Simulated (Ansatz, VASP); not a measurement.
BP2 in VASP and in Ansatz

```xyz
6
Lattice="3.2635 0.0000 0.0000 -1.6317 2.8263 0.0000 0.0000 0.0000 8.8692" Properties=species:S:1:pos:R:3 pbc="T T T"
B     0.0000    0.0000    2.9887
B     1.6317    0.9421    0.3721
P     0.0000    0.0000    4.9645
P     1.6317    0.9421    2.3494
P     0.0000    1.8842    8.5976
P     1.6317    0.9421    6.1559
```

Alike in both runs: functional PBE; k mesh 12 × 12 × 4; occupations gaussian, width 0.1 eV; no spin polarisation.

Ansatz relaxed the structure, and its values are those at the end. VASP's run is a single point on that final structure, the one shown.

```csv
,VASP,Ansatz
version,VASP 6.6.1,Ansatz 0.2.0
potentials or method,"VASP PAW PBE potentials, release 64 (B, P), cutoff 520 eV","scalar-relativistic, plane waves, PAW"
valence electrons in the cell,26,26
```

|  | VASP | Ansatz | Ansatz less VASP |
| --- | --- | --- | --- |
| gap on the k mesh at the Fermi level (eV) | none | none | - |
| pressure (GPa) | -0.3 | 0.0 | +0.27 |
| rms of the force components (eV/Å) | 0.020 | 0.001 | -0.0194 |

A gap of «none» marks a metal or a gap that the smearing closes. With one functional, cell and mesh, what is left measures potentials, basis and numerics.
